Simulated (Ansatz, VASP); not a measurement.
**One calculation of C, two programs**

The input INCAR:

```
PREC = Accurate
ENCUT = 520
EDIFF = 1E-6
ISMEAR = -1
SIGMA = 0.08
LREAL = False
LASPH = True
NELM = 100
ALGO = Normal
ISIF = 2
LWAVE = False
LCHARG = False
GGA = PS
NBANDS = 8
```

File KPOINTS:

```
Automatic mesh
0
Gamma
  24 24 24
```

POSCAR

```
C
1.0
    0.0000000000      1.3355200488      1.3355200488
    1.3355200488      0.0000000000      1.3355200488
    1.3355200488      1.3355200488      0.0000000000
C
1
Direct
    0.0000000000      0.0000000000      0.0000000000
```

Input for Ansatz:

```yaml
crystal:
  lattice:
    - [0.0, 1.3355200488, 1.3355200488]
    - [1.3355200488, 0.0, 1.3355200488]
    - [1.3355200488, 1.3355200488, 0.0]
  atoms:
    - { symbol: C, position: [0.0, 0.0, 0.0] }
kpoints:
  mp_grid: { grid: [24, 24, 24] }
scf:
  occupations: { method: fermi_dirac, width: 0.08 }
hamiltonian:
  xc: pbesol
  pseudopotentials: { kind: paw }
output:
  forces: true
  stress: true
  eigenvalues: true
  populations: true
  write_density: true
  write_potential: true
  elf: true
  volumetric_format: npy
```

Change from the starting cell: volume scaled by 0.68, PAW files.

Alike in both runs: task single point; functional PBEsol; k mesh 24 × 24 × 24; occupations fermi-dirac, width 0.08 eV; no spin polarisation.

|  | VASP | Ansatz |
| --- | --- | --- |
| version | VASP 6.6.1 | Ansatz 0.2.0 |
| potentials or method | VASP PAW PBE potentials, release 64 (C) | PAW with Ansatz's default frozen-core files, scalar-relativistic |
| plane-wave cutoff (eV) | 520 | 420 |
| valence electrons in the cell | 4 | 4 |

|  | VASP | Ansatz | Ansatz less VASP |
| --- | --- | --- | --- |
| pressure (GPa) | 131.7 | 131.4 | -0.27 |

VASP's potentials were made for PBE, not for PBEsol. Both programs put the cell under a high pressure, so it lies far from rest at this level.

Noted on VASP's run: the cell as given lies far from equilibrium.
